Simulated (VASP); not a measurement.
Wanted: the native input for a VASP 6.6.1 run.

| Item | Value |
| --- | --- |
| Task | single point |
| Functional | PBEsol |
| Potentials or basis | VASP PAW PBE potentials, release 64 (Cu) |
| Cutoff | 520 eV |
| k mesh | 24 × 24 × 24 |
| Occupations | gaussian, width 0.15 eV |
| Spin | no spin polarisation |
| Dipole correction | no |
| Further INCAR settings | ALGO = Fast; EDIFF = 1e-07; NBANDS = 12 |

The structure of Cu lies in POSCAR:

```
Cu
1.0
   -0.1908118450      1.7173066046      1.7173066046
    1.7173066046     -0.1908118450      1.7173066046
    1.7173066046      1.7173066046     -0.1908118450
Cu
1
Direct
    0.0000000000      0.0000000000      0.0000000000
```

This cell differs from its parent crystal: ratio of the length along [111] to the lengths across it x 0.85, volume and fractional coordinates fixed.

The input as run:

INCAR

```
SYSTEM = Cu
PREC = Accurate
ENCUT = 520
EDIFF = 1E-7
ISMEAR = 0
SIGMA = 0.15
LREAL = .False.
LASPH = .True.
NELM = 60
ALGO = Fast
ISIF = 2
LWAVE = .False.
LCHARG = .False.
GGA = PS
NBANDS = 12
```

KPOINTS

```
regular mesh
0
Gamma
  24 24 24
  0 0 0
```

Potentials or basis: VASP PAW PBE potentials, release 64 (Cu).

Run with:

```sh
$ cat potpaw_PBE.64/Cu/POTCAR > POTCAR
$ mpirun -np 1 vasp_std > vasp.out
```

Results of the run:

| Quantity | Value |
| --- | --- |
| Pressure | -2.1 GPa |
| Band gap on the k mesh | zero (an odd number of electrons rules out a gap without spin polarisation) |

Caveat: the PAW data sets were made with another functional, which shifts forces and pressure a little.

Run time: 100 s on 1 thread of Intel(R) Xeon(R) 6975P-C (Granite Rapids), with other jobs on the host, peak memory 0.28 GiB.
